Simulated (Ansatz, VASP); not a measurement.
Pt: VASP beside Ansatz

```xyz
1
Lattice="-1.5515 1.5515 1.5515 1.5515 -1.5515 1.5515 1.5515 1.5515 -1.5515" Properties=species:S:1:pos:R:3 pbc="T T T"
Pt    0.0000    0.0000    0.0000
```

Alike in both runs: functional LDA; k mesh 14 × 14 × 14; occupations fermi-dirac, width 0.1 eV; no spin polarisation.

Ansatz relaxed the structure, and its values are those at the end. VASP's run is a single point on that final structure, the one shown.

|  | VASP | Ansatz |
| --- | --- | --- |
| version | VASP 6.6.1 | Ansatz 0.2.0 |
| potentials or method | VASP PAW LDA potentials, release 64 (Pt), cutoff 520 eV | plane waves (420 eV) with PAW, scalar-relativistic |
| valence electrons in the cell | 10 | 18 |

```tsv
	VASP	Ansatz	Ansatz less VASP
pressure (GPa)	0.7	0.0	-0.72
```

Ansatz warns that its potentials were made for another functional, while VASP's fit it. LDA's correlation is that of Perdew and Zunger in VASP and of Perdew and Wang (1992) in Ansatz. VASP's potentials hold 10 valence electrons a cell and Ansatz's 18, so a difference there can come from the potentials and not from the codes.

Neither program's run includes spin-orbit coupling.
